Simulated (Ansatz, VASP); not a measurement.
# Two plane-wave programs on SnTe

File INCAR:

```
SYSTEM = SnTe
PREC = Accurate ; ENCUT = 500
EDIFF = 1E-7 ; ISMEAR = 0
SIGMA = 0.01 ; LREAL = .False.
LASPH = .True. ; NELM = 120
ALGO = Normal ; ISIF = 3
LWAVE = .False. ; LCHARG = .False.
GGA = PS ; IVDW = 12
IBRION = 2 ; NSW = 80
EDIFFG = -0.01 ; GGA_COMPAT = .False.
NELMIN = 4
```

The input KPOINTS:

```
Automatic mesh
0
Gamma
  6 6 6
  0 0 0
```

POSCAR

```
SnTe
1.0
    0.0000000000      3.6111460000      3.6111460000
    3.6111460000      0.0000000000      3.6111460000
    3.6111460000      3.6111460000      0.0000000000
Sn Te
1 1
Direct
    0.0000000000      0.0000000000      0.0000000000
    0.2500000000      0.2500000000      0.2500000000
```

Input for Ansatz:

```yaml
crystal:
  lattice:
    bravais: fcc
    a: 7.222292
  space_group: 216
  atoms:
    - { symbol: Sn, position: [0.0, 0.0, 0.0] }
    - { symbol: Te, position: [0.25, 0.25, 0.25] }
  reduce_to_primitive: true
accuracy: medium
basis:
  ecutwfc: 544.22772491976
  ecutrho_ratio: 8
kpoints:
  mp_grid:
    grid: [6, 6, 6]
hamiltonian:
  xc: pbesol
  dispersion: d3bj
scf:
  convergence:
    dr2_threshold: 1.0e-08
  occupations:
    method: fixed
relax:
  cell: {}
```

Alike in both runs: task relaxation of cell and atoms; functional PBEsol; dispersion D3(BJ); k mesh 6 × 6 × 6; no spin polarisation.

```csv
,VASP,Ansatz
version,VASP 6.6.1,Ansatz 0.2.0
potentials or method,"VASP PAW PBE potentials, release 64 (Sn_d, Te), cutoff 500 eV","plane waves, PAW"
occupations,"gaussian, width 0.01 eV",fixed
valence electrons in the cell,20,30
```

|  | VASP | Ansatz | Ansatz less VASP |
| --- | --- | --- | --- |
| relaxed volume (Å³/atom) | 43.78 | 43.82 | +0.040 |
| relaxed length of the cell vector where the two differ most in proportion (Å) | 4.984 | 4.986 | +0.0015 |

VASP's potentials were made for PBE, not for PBEsol. VASP's potentials hold 20 valence electrons a cell and Ansatz's 30, so a difference there can come from the potentials and not from the codes. Ansatz's warnings: metallic iterate, stress scf threshold loose.

Spin-orbit coupling is off throughout.
